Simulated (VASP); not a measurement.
Rb3Na, 4 atoms in the cell. Symmetry: Imm2, No. 44, orthorhombic system. Conventional cell: a = 7.546 Å, b = 7.546 Å, c = 10.672 Å, α = 90.00°, β = 90.00°, γ = 90.00°. 

```yaml
Program: VASP 6.6.1
Task: single point
Functional: PBEsol
Potentials_or_basis: VASP PAW PBE potentials, release 64 (Rb_sv, Na_pv)
Cutoff: 520 eV
k_mesh: 4 × 4 × 4
Occupations: fermi-dirac, width 0.1 eV
Spin: no spin polarisation
Dipole_correction: no
Further_INCAR_settings: ALGO = Normal; EDIFF = 1e-07; NBANDS = 25
```

Potentials or basis: VASP PAW PBE potentials, release 64 (Rb_sv, Na_pv).

Command:

```console
$ cat potpaw_PBE.64/Rb_sv/POTCAR potpaw_PBE.64/Na_pv/POTCAR > POTCAR
$ mpirun -np 1 vasp_std > vasp.out
```

Hardware: 1 thread of Intel(R) Xeon(R) Platinum 8259CL CPU @ 2.50GHz (Skylake/Cascade Lake), on a shared host.

Problem. How long does it take, and how much memory?

Solution. Wall time 2.9 min on 1 thread of Intel(R) Xeon(R) Platinum 8259CL CPU @ 2.50GHz (Skylake/Cascade Lake) (shared host), peak memory 0.47 GiB. Counts: scf iterations 13, k points 18.
